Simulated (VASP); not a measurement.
Sb, 4 atoms in the cell. The cell holds a slab with vacuum, 4 atoms: a = 4.069 Å, b = 4.069 Å, c = 20.800 Å, α = 90.00°, β = 90.00°, γ = 120.00°.  This cell differs from its parent crystal: layers slid over each other.

```yaml
Program: VASP 6.6.1
Task: relaxation of the atoms
Functional: PBE
Dispersion: D3(BJ)
Potentials_or_basis: VASP PAW PBE potentials, release 64 (Sb)
Cutoff: 520 eV
k_mesh: 9 × 9 × 1
Occupations: gaussian, width 0.05 eV
Spin: no spin polarisation
Dipole_correction: yes
Atoms_held_fixed_from_0: "[1]"
Further_INCAR_settings: ALGO = Normal; EDIFF = 1e-06; IBRION = 2; EDIFFG = -0.003; NSW = 40
Atoms_held_along_some_axes_from_0: atom 0 along a and b; atom 2 along a and b; atom 3 along a and b
```

Potentials or basis: VASP PAW PBE potentials, release 64 (Sb).

Run with:

```console
$ cat potpaw_PBE.64/Sb/POTCAR > POTCAR
$ mpirun -np 1 vasp_std > vasp.out
```

Hardware: 1 thread of Oxide Virtual Turin-like Processor, on a shared host.

How long does it take, and how much memory?

It took 39 min on 1 thread of Oxide Virtual Turin-like Processor (shared host), peak memory 0.41 GiB. Counts: scf iterations 168, k points 25, ion steps 37.
